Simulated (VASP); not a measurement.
# F (I4/mmm) in VASP: single point with PBEsol

Aim: the single point of F with PBEsol.

All numbers are computed with VASP 6.6.1; they aren't measurements. Logs are shortened: lines on timing, memory, paths and dates and some standing lists are left out, and cuts for length are marked.

### 1 The cell of the first run

It takes space group I4/mmm (No. 139, tetragonal). Conventional cell: a = 1.974 Å, b = 1.974 Å, c = 5.536 Å, α = 90.00°, β = 90.00°, γ = 90.00°. Within 2.6 Å of F (site symmetry 4/mmm) lie 4 F at 1.97 Å.

### 2 Single point, PBEsol (I replaced by F, lengths x 0.646, strained)

File INCAR:

```
ALGO = Normal
EDIFF = 1E-7
ENCUT = 520
GGA = PS
ISIF = 2
ISMEAR = 0
LASPH = T
LCHARG = F
LREAL = F
LWAVE = F
NBANDS = 10
NELM = 100
PREC = Accurate
SIGMA = 0.1
```

File KPOINTS:

```
k-points
0
Gamma
  12 12 12
```

File POSCAR:

```
F
1.0
   -0.9871295103      0.9871295103      2.7681170782
    0.9871295103     -0.9871295103      2.7681170782
    0.9871295103      0.9871295103     -2.7681170782
F
1
Direct
    0.0000000000      0.0000000000      0.0000000000
```

Potentials or basis: VASP PAW PBE potentials, release 64 (F).

Run with:

```bash
$ cat potpaw_PBE.64/F/POTCAR > POTCAR
$ mpirun -np 1 vasp_std > vasp.out
```

OUTCAR:

```text
EDIFF = 1E-7
   ENCUT = 520
   GGA = PS
   ISIF = 2
   ISMEAR = 0
   LASPH = T
   LREAL = F
   NELM = 100
   PREC = Accurate

 ion  position               nearest neighbor table
   1  0.000  0.000  0.000-

  LATTYP: Found a body centered tetragonal cell.
 ALAT       =     1.9742590206
 C/A-ratio  =     2.8042086163

  Lattice vectors:

 A1 = (  -0.9871295103,   0.9871295103,   2.7681170782)
 A2 = (   0.9871295103,  -0.9871295103,   2.7681170782)
 A3 = (   0.9871295103,   0.9871295103,  -2.7681170782)

Analysis of symmetry for initial positions (statically):
=====================================================================
 Subroutine PRICEL returns:
 Original cell was already a primitive cell.

 Routine SETGRP: Setting up the symmetry group for a
 body centered tetragonal supercell.

 Subroutine GETGRP returns: Found 16 space group operations
 (whereof 16 operations were pure point group operations)
 out of a pool of 16 trial point group operations.

The static configuration has the point symmetry D_4h.

Analysis of symmetry for dynamics (positions and initial velocities):
=====================================================================
 Subroutine PRICEL returns:
 Original cell was already a primitive cell.

 Routine SETGRP: Setting up the symmetry group for a
 body centered tetragonal supercell.

 Subroutine GETGRP returns: Found 16 space group operations
 (whereof 16 operations were pure point group operations)
 out of a pool of 16 trial point group operations.

The dynamic configuration has the point symmetry D_4h.

 Subroutine INISYM returns: Found 16 space group operations
 (whereof 16 operations are pure point group operations),
 and found     1 'primitive' translations

----------------------------------------------------------------------------------------

                                     Primitive cell

  volume of cell :      10.7893

  direct lattice vectors                    reciprocal lattice vectors
    -0.987129510  0.987129510  2.768117078     0.000000000  0.506519149  0.180628198
     0.987129510 -0.987129510  2.768117078     0.506519149  0.000000000  0.180628198
     0.987129510  0.987129510 -2.768117078     0.506519149  0.506519149  0.000000000

  length of vectors
     3.100213138  3.100213138  3.100213138     0.537762210  0.537762210  0.716326251

  position of ions in fractional coordinates (direct lattice)
     0.000000000  0.000000000  0.000000000

  ion indices of the primitive-cell ions
   primitive index   ion index
[... 73 lines left out ...]
   EDIFF  = 0.1E-06   stopping-criterion for ELM
   LREAL  =      F    real-space projection
   EDIFFG = 0.1E-05   stopping-criterion for IOM
   NSW    =      0    number of steps for IOM
   IBRION =     -1    ionic relax: 0-MD 1-quasi-New 2-CG
   NFREE  =      0    steps in history (QN), initial steepest desc. (CG)
   ISIF   =      2    stress and relaxation
   ISYM   =      2    0-nonsym 1-usesym 2-fastsym
   POTIM  = 0.5000    time-step for ionic-motion
   TEBEG  =    0.0;   TEEND  =   0.0 temperature during run
   PSTRESS=    0.0 pullay stress
   NELECT =       7.0000    total number of electrons
   NUPDOWN=      -1.0000    fix difference up-down
   EMIN   =  10.00;   EMAX   =-10.00  energy-range for DOS
   EFERMI =   0.00;   METHOD = LEGACY
   ISMEAR =     0;   SIGMA  =   0.10  broadening in eV -4-tet -1-fermi 0-gaus
   EFERMI_NEDOS =   21; number of points for ismear=-14 and -15
   IALGO  =     38    algorithm
   IMIX   =      4    mixing-type and parameters
     AMIX     =   0.40;   BMIX     =  1.00
     AMIX_MAG =   1.60;   BMIX_MAG =  1.00
  volume/ion in A,a.u.               =      10.79        72.81
  Fermi-wavevector in a.u.,A,eV,Ry     =   1.417240  2.678194 27.328227  2.008568
  Thomas-Fermi vector in A             =   2.538490
   LORBIT       =      0    0 simple, 1 ext, 2 COOP (PROOUT), +10 PAW based schemes
   GGA     = PS    functional components
   LHFCALC =     F    Hartree Fock is set to
   AEXX    =    0.0000 exact exchange contribution
   IVDW    =     0    specifies the selected vdW correction
   LEPSILON=     F    determine dielectric tensor
   LRPA    =     F    only Hartree local field effects (RPA)
 non-spin polarized calculation
 Gauss-broadening in eV      SIGMA  =   0.10
  energy-cutoff  :      520.00
  volume of cell :       10.79
 maximum number of plane-waves:       298
   NGX = 11   NGY = 11   NGZ = 11

 number of electron       7.0000001 magnetization

 Free energy of the ion-electron system (eV)
  ---------------------------------------------------
  ext. energy  EPLUGINS =         0.00000000
  ---------------------------------------------------
  free energy    TOTEN  =        -1.45808902 eV

  energy without entropy =       -1.45742239  energy(sigma->0) =       -1.45775570

 E-fermi :  -3.1672     XC(G=0):  -9.8911

 val. band max:       -3.2985192663   @ k =  -0.3333   0.3333   0.1667
 cond. band min:      -3.0326555075   @ k =  -0.4167   0.5000   0.4167
 fundamental gap:      0.2658637588
 Fermi energy:        -3.1671615560

 k-point     1 :       0.0000    0.0000    0.0000
  band No.  band energies     occupation
      1     -26.3887      2.00000
      2      -5.6425      2.00000
      3      -2.4870      0.00000
      4      -2.4870      0.00000
      5       7.6975      0.00000
      6      23.3649      0.00000
      7      26.6306      0.00000
      8      31.3497      0.00000
      9      39.6804      0.00000
     10      39.6805      0.00000
[... 287 lines left out ...]
 k-point    24 :      -0.4167    0.1667    0.0000
  band No.  band energies     occupation
      1     -23.7767      2.00000
      2      -8.4331      2.00000
      3      -4.4439      2.00000
      4      -3.3670      1.99528
      5      14.6214      0.00000
      6      18.6416      0.00000
      7      26.2891      0.00000
      8      29.3769      0.00000
      9      33.9369      0.00000
     10      37.3992      0.00000

 [... further k-points ...]
[... 5 lines left out ...]
  --------------------------------------------------------------------------------------
  -------------------------------------------------------------------------------------
  Total       -0.3328538     -0.3328538      0.0888234      0.0000000     -0.0000000     -0.0000000
  in kB      -49.4278179    -49.4278179     13.1900103      0.0000000     -0.0000000     -0.0000000
  external PRESSURE =     -28.5552085 kB  Pullay stress =       0.0000000 kB

 VOLUME and BASIS-vectors are now :
 -----------------------------------------------------------------------------
  energy-cutoff  :      520.00
  volume of cell :       10.79
      direct lattice vectors                 reciprocal lattice vectors
    -0.987129510  0.987129510  2.768117078     0.000000000  0.506519149  0.180628198
     0.987129510 -0.987129510  2.768117078     0.506519149  0.000000000  0.180628198
     0.987129510  0.987129510 -2.768117078     0.506519149  0.506519149  0.000000000

 POSITION                                       TOTAL-FORCE (eV/Angst)
 -----------------------------------------------------------------------------------
      0.00000      0.00000      0.00000        -0.000000     -0.000000      0.000000
 -----------------------------------------------------------------------------------
    total drift:                               -0.000000      0.000000     -0.000000

  FREE ENERGIE OF THE ION-ELECTRON SYSTEM (eV)
  ---------------------------------------------------
  free  energy   TOTEN  =        -1.4580890164 eV

  energy  without entropy=       -1.4574223889  energy(sigma->0) =       -1.45775570
```

stdout:

```text
POSCAR found type information on POSCAR F
 POSCAR found :  1 types and       1 ions
 scaLAPACK will be used
 -----------------------------------------------------------------------------
|                                                                             |
|                                                                             |
|     You enforced a specific xc type in the INCAR file but a different       |
|     I HOPE YOU KNOW WHAT YOU ARE DOING!                                     |
|                                                                             |
 -----------------------------------------------------------------------------

 LDA part: xc-table for (Slater+PW92), standard interpolation
 POSCAR, INCAR and KPOINTS ok, starting setup
 FFT: planning ... GRIDC
 FFT: planning ... GRID_SOFT
 FFT: planning ... GRID
 WAVECAR not read
 entering main loop
```

It took 12 s on 1 thread of Intel Xeon Platinum 8259CL at 2.50GHz (Skylake/Cascade Lake), shared host; peak memory 0.14 GiB.

Results:

```
Free energy : -1.4581 eV
Pressure    : -2.9 GPa
```

Stress tensor (GPa, compression positive):
```
-4.94  0.00  0.00
 0.00 -4.94  0.00
 0.00  0.00  1.32
```

Caveat: the k points lie up to 0.38 Å⁻¹ apart; the cell differs from its parent crystal (I replaced by F, lengths x 0.646, strained); the PAW data sets were made with another functional, which shifts forces and pressure a little; an odd number of electrons without spin polarisation forces a metal; a magnetic or distorted state may lie lower.
